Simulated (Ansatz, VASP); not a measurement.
# One calculation of KTaO3, two programs

```
K Ta O
1.0
     3.98543    0.00000    0.00000
     0.00000    3.98543    0.00000
     0.00000    0.00000    3.98543
K Ta O
1 1 3
Direct
  0.50000 0.50000 0.50000
  0.00000 0.00000 0.00000
  0.50000 0.00000 0.00000
  0.00000 0.50000 0.00000
  0.00000 0.00000 0.50000
```

Alike in both runs: functional r2SCAN; dispersion D4; k mesh 4 × 4 × 4; no spin polarisation.

Ansatz relaxed the structure, and its values are those at the end. VASP's run is a single point on that final structure, the one shown.

|  | VASP | Ansatz |
| --- | --- | --- |
| version | VASP 6.6.1 | Ansatz 0.2.0 |
| potentials or method | VASP PAW PBE potentials, release 64 (K_sv, Ta_sv_GW, O) | plane waves, PAW |
| plane-wave cutoff (eV) | 660 | 500 |
| occupations | gaussian, width 0.01 eV | fixed |
| valence electrons in the cell | 40 | 40 |

```tsv
	VASP	Ansatz	Ansatz less VASP
pressure (GPa)	0.0	0.0	+0.01
```

VASP's potentials were made for PBE, not for r2SCAN.

Spin-orbit coupling is off throughout.
